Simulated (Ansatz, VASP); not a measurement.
# PbS in VASP and in Ansatz

File INCAR:

```
ALGO = Normal
EDIFF = 1E-8
ENCUT = 520
GGA = PE
ISIF = 2
ISMEAR = -1
LASPH = T
LCHARG = F
LEFG = T
LREAL = F
LWAVE = F
NBANDS = 17
NELM = 80
PREC = Accurate
SIGMA = 0.03
```

Contents of KPOINTS:

```
k-points
0
Gamma
  11 11 11
```

File POSCAR:

```
PbS
1.0
    0.0000000000      3.2943222846      3.2943222846
    3.2943222846      0.0000000000      3.2943222846
    3.2943222846      3.2943222846      0.0000000000
Pb S
1 1
Direct
    0.0000000000      0.0000000000      0.0000000000
    0.2500000000      0.2500000000      0.2500000000
```

Input for Ansatz:

```yaml
crystal:
  lattice:
    - [0.0, 3.2943222846, 3.2943222846]
    - [3.2943222846, 0.0, 3.2943222846]
    - [3.2943222846, 3.2943222846, 0.0]
  atoms:
    - { symbol: Pb, position: [0.0, 0.0, 0.0] }
    - { symbol: S, position: [0.25, 0.25, 0.25] }
kpoints:
  mp_grid: { grid: [11, 11, 11] }
scf:
  occupations: { method: fermi_dirac, width: 0.03 }
hamiltonian:
  xc: pbe
  pseudopotentials: { kind: paw }
output:
  forces: true
  stress: true
  eigenvalues: true
  efg: { contact_densities: true }
```

Change from the starting cell: volume scaled by 0.975, PAW files.

Alike in both runs: task electric field gradients; functional PBE; k mesh 11 × 11 × 11; occupations fermi-dirac, width 0.03 eV; no spin polarisation.

|  | VASP | Ansatz |
| --- | --- | --- |
| version | VASP 6.6.1 | Ansatz 0.2.0 |
| potentials or method | VASP PAW PBE potentials, release 64 (Pb_d, S) | PAW with Ansatz's default frozen-core files, scalar-relativistic |
| plane-wave cutoff (eV) | 520 | 420 |
| valence electrons in the cell | 20 | 20 |

```csv
,VASP,Ansatz,Ansatz less VASP
pressure (GPa),0.9,1.0,+0.05
```

Neither program's run includes spin-orbit coupling.
